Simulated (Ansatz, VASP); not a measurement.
# TePb in VASP and in Ansatz

The input INCAR:

```
ALGO     = Normal         # electronic algorithm
EDIFF    = 1E-7           # SCF threshold, eV
ENCUT    = 520            # plane-wave cutoff, eV
GGA      = PS             # functional
ISIF     = 2              # what is computed and relaxed
ISMEAR   = 0              # smearing method
IVDW     = 13             # dispersion correction
LASPH    = True           # aspherical terms in the spheres
LCHARG   = False          # write CHGCAR
LREAL    = False          # projectors in reciprocal space
LWAVE    = False          # write WAVECAR
NBANDS   = 17             # bands
NELM     = 80             # most SCF steps
PREC     = Accurate       # precision mode
SIGMA    = 0.01           # smearing width, eV
```

The input KPOINTS:

```
k-points
0
Gamma
  4 4 4
```

Contents of POSCAR:

```
TePb
1.0
    0.0000000000      3.2310000000      3.2310000000
    3.2310000000      0.0000000000      3.2310000000
    3.2310000000      3.2310000000      0.0000000000
Te Pb
1 1
Direct
    0.4997200000      0.4788200000      0.4975200000
    0.9981962457      0.0043737543      0.0001262457
```

Input for Ansatz:

```yaml
crystal:
  lattice:
    - [0.0, 3.231, 3.231]
    - [3.231, 0.0, 3.231]
    - [3.231, 3.231, 0.0]
  atoms:
    - { symbol: Te, position: [0.49972, 0.47882, 0.49752] }
    - { symbol: Pb, position: [0.9981962457443516, 0.004373754255648406, 0.0001262457443515938] }
basis:
  ecutwfc: 540.0
  xc_grid: 2
kpoints:
  mp_grid:
    grid: [4, 4, 4]
hamiltonian:
  xc: pbesol
  dispersion: d4
scf:
  convergence:
    dr2_threshold: 1.0e-09
  occupations:
    method: fixed
output:
  forces: true
  stress: true
```

Alike in both runs: task single point; functional PBEsol; dispersion D4; k mesh 4 × 4 × 4; no spin polarisation.

|  | VASP | Ansatz |
| --- | --- | --- |
| version | VASP 6.6.1 | Ansatz 0.2.0 |
| potentials or method | VASP PAW PBE potentials, release 64 (Te, Pb_d), cutoff 520 eV | plane waves, PAW |
| occupations | gaussian, width 0.01 eV | fixed |
| valence electrons in the cell | 20 | 30 |

Ansatz gave:

- pressure (GPa): -1.4
- traceless stress, the component that is largest in VASP (GPa): -0.19
- rms of the force components (eV/Å): 0.013

**Question.** Estimate VASP's values.

**Answer.** Pressure (GPa): -1.4; traceless stress, the component that is largest in VASP (GPa): -0.19; rms of the force components (eV/Å): 0.012.

VASP's potentials were made for PBE, not for PBEsol. Atom by atom the forces differ by 0.000 eV/Å (rms over components). VASP's potentials hold 20 valence electrons a cell and Ansatz's 30, so a difference there can come from the potentials and not from the codes. Ansatz's warnings: stress scf threshold loose.

The k mesh is coarse, so the values compare programs but aren't converged. Spin-orbit coupling is off throughout.
